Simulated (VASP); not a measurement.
Set up this calculation in VASP 6.6.1, as the native input.

```yaml
Task: single point
Functional: PBE
Potentials_or_basis: VASP PAW PBE potentials, release 64 (B)
Cutoff: 520 eV
k_mesh: 21 × 21 × 21
Occupations: fermi-dirac, width 0.1 eV
Spin: no spin polarisation
Dipole_correction: no
Further_INCAR_settings: ALGO = Normal; EDIFF = 1e-07; NBANDS = 8
```

The structure of B lies in POSCAR:

```
B
1.0
   -1.1058295389      1.1058295389      1.1058295389
    1.1058295389     -1.1058295389      1.1058295389
    1.1058295389      1.1058295389     -1.1058295389
B
1
Direct
    0.0000000000      0.0000000000      0.0000000000
```

This cell differs from its parent crystal: volume scaled by 0.88.

One way to write it, as run:

INCAR

```
PREC = Accurate
ENCUT = 520
EDIFF = 1E-7
ISMEAR = -1
SIGMA = 0.1
LREAL = False
LASPH = True
NELM = 60
ALGO = Normal
ISIF = 2
LWAVE = False
LCHARG = False
GGA = PE
NBANDS = 8
```

KPOINTS

```
regular mesh
0
Gamma
  21 21 21
```

Potentials or basis: VASP PAW PBE potentials, release 64 (B).

Launch:

```sh
$ cat potpaw_PBE.64/B/POTCAR > POTCAR
$ mpirun -np 1 vasp_std > vasp.out
```

It gave:

- Pressure: 37.7 GPa

It took 6.2 s on 1 thread of Intel(R) Xeon(R) Platinum 8259CL CPU @ 2.50GHz (Skylake/Cascade Lake) (shared host), peak memory 0.11 GiB.
